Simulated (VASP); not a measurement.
Input of a VASP 6.6.1 run:

Contents of INCAR:

```
SYSTEM = BaTiO3
PREC = Accurate
ENCUT = 520
EDIFF = 1E-6
ISMEAR = -1
SIGMA = 0.05
LREAL = .FALSE.
LASPH = .TRUE.
NELM = 80
ALGO = Normal
ISIF = 2
LWAVE = .FALSE.
LCHARG = .FALSE.
GGA = PE
NBANDS = 28
```

KPOINTS

```
regular mesh
0
G
  6 5 6
  0 0 0
```

File POSCAR:

```
BaTiO3
1.0
    3.7204594810     -0.3473474902      0.0223674800
   -0.2189638446      3.2697848034      3.1100811900
    0.2613528966     -2.7473786292      2.5899183700
Ba Ti O
1 1 3
Direct
    0.0036372600      0.9972694200      0.9985015400
    0.5002452300      0.5116078500      0.5101821300
    0.9983542100      0.4928168200      0.4950359800
    0.4999067000      0.5015397800      0.9945381500
    0.4978566000      0.9929861300      0.4979621900
```

Potentials or basis: VASP PAW PBE potentials, release 64 (Ba_sv, Ti_sv, O).

Launch:

```sh
$ cat potpaw_PBE.64/Ba_sv/POTCAR potpaw_PBE.64/Ti_sv/POTCAR potpaw_PBE.64/O/POTCAR > POTCAR
$ mpirun -np 1 vasp_std > vasp.out
```

(1) Predict the band gap on the k mesh.

(2) Estimate the largest force.

(3) Estimate the pressure.

## Answers

(1) 0.76 eV (least direct gap 0.90 eV).

(2) 0.720 eV/Å.

(3) 19.1 GPa.

Caveat: the cell stands under pressure; spin-orbit coupling is left out, which moves the levels of the heavy elements; an odd mesh through Γ misses points on the zone boundary, where band edges can lie.
